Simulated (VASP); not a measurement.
Runs of VASP 6.6.1 on Al3Ni2. The structure is that of space group P-3m1 (No. 164), or close to it. The cells are those of the table. 

```tsv
task	cell	cutoff (eV)	gap on the mesh (eV)	pressure (GPa)	largest force (eV/Å)
relaxation of shape and atoms at fixed volume	relaxed from a = 4.135, b = 4.135, c = 5.010 Å, angles 90.0, 90.0, 120.0°, 5 atoms	600	none	-11.0	0.01
single point	a = 4.083, b = 4.083, c = 4.957 Å, angles 90.0, 90.0, 120.0°, 5 atoms	520	none	(a)	0.01
single point	a = 3.919, b = 3.919, c = 4.767 Å, angles 90.0, 90.0, 120.0°, 5 atoms	520	none	10.2	0.02
relaxation of cell and atoms	relaxed from a = 3.994, b = 3.994, c = 4.881 Å, angles 90.0, 90.0, 120.0°, 5 atoms	600	none	0.0	-
single point	a = 4.043, b = 4.043, c = 4.908 Å, angles 90.0, 90.0, 120.0°, 5 atoms	520	none	-3.9	0.01
relaxation of shape and atoms at fixed volume	relaxed from a = 3.963, b = 3.963, c = 4.810 Å, angles 90.0, 90.0, 120.0°, 5 atoms	600	none	4.7	0.01
relaxation of the atoms	atoms relaxed from a = 4.123, b = 4.123, c = 5.005 Å, angles 90.0, 90.0, 120.0°, 5 atoms	520	none	-10.3	-
single point	a = 4.003, b = 4.003, c = 4.859 Å, angles 90.0, 90.0, 120.0°, 5 atoms	520	none	(b)	0.01
```

Alike in all rows: level PBEsol; potentials or basis VASP PAW PBE potentials, release 64 (Al, Ni); no spin polarisation; k mesh 12 × 12 × 8; smearing gaussian 0.1 eV.

Q: Estimate the missing entries.

A: (a) -7.2; (b) 0.2.

Caveats: the PAW data sets were made with another functional, which shifts forces and pressure a little.

A gap of «none» marks levels without a gap at the run's occupations.
